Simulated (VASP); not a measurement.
**YN: relaxation of cell and atoms with HSE06**

Crystal: YN.

```
Y N
1.0
     0.00000    2.44805    2.44805
     2.44805    0.00000    2.44805
     2.44805    2.44805    0.00000
Y N
1 1
Direct
  0.00000 0.00000 0.00000
  0.50000 0.50000 0.50000
```

* Program: VASP 6.6.1
* Task: relaxation of cell and atoms
* Functional: HSE06
* Potentials or basis: VASP PAW PBE potentials, release 64 (Y_sv, N)
* Cutoff: 600 eV
* k mesh: 6 × 6 × 6
* Occupations: fermi-dirac, width 0.02 eV
* Spin: no spin polarisation
* Dipole correction: no
* Grid for exact exchange (PRECFOCK): Normal
* Further INCAR settings: ALGO = Normal; EDIFF = 1e-07; IBRION = 2; EDIFFG = -0.005; NSW = 80; ISIF = 3
* Share of exact exchange: 0.25
* Screening parameter: 0.2079 1/Å

| Quantity | Value |
| --- | --- |
| Relaxed volume | 14.51 Å³/atom |
| Relaxed cell | a = 3.450 Å, b = 3.450 Å, c = 3.450 Å, α = 60.00°, β = 60.00°, γ = 60.00° |
| Space group after relaxing (to 0.1 Å) | Fm-3m (No. 225) |
| Energy gained by relaxing | 0.9 meV/atom |
| Ionic steps | 3 |
| Pressure after relaxing | 0.0 GPa |
| Band gap on the k mesh | 1.08 eV (least direct gap 1.53 eV) |

The path:
```tsv
step	energy change (eV)	largest force (eV/Å)	pressure (GPa)	volume (Å³)
1	0.0000	0.0000	-1.80	29.34
2	0.0009	0.0000	2.35	28.65
3	-0.0018	0.0000	-0.02	29.03
```

Final structure:
```
Y N
1.0
     0.00000    2.43926    2.43926
     2.43926    0.00000    2.43926
     2.43926    2.43926    0.00000
Y N
1 1
Cartesian
  0.0000 0.0000 0.0000
  2.4393 2.4393 2.4393
```

Levels at points of the mesh, in eV from the valence-band top:
```
           k point  band 4  band 5  band 6  band 7  band 8  band 9  band 10  band 11  band 12
(0.00, 0.00, 0.00)  -21.82  -14.42    0.00    0.00    0.00    4.32     4.32     4.32     5.33
(0.50, 0.00, 0.00)  -21.90  -12.39   -4.52   -2.48   -2.48    7.19     7.82     7.89     7.89
(0.50, 0.50, 0.00)  -22.18  -13.93   -1.77   -0.46   -0.46    1.08     8.22     8.72     9.51
```

Run time: 78 min on 1 thread of Intel(R) Xeon(R) 6975P-C (Granite Rapids) (shared host), peak memory 0.29 GiB.

Caveat: the PAW data sets were made with another functional, which shifts forces and pressure a little. A k mesh can miss the band edges.
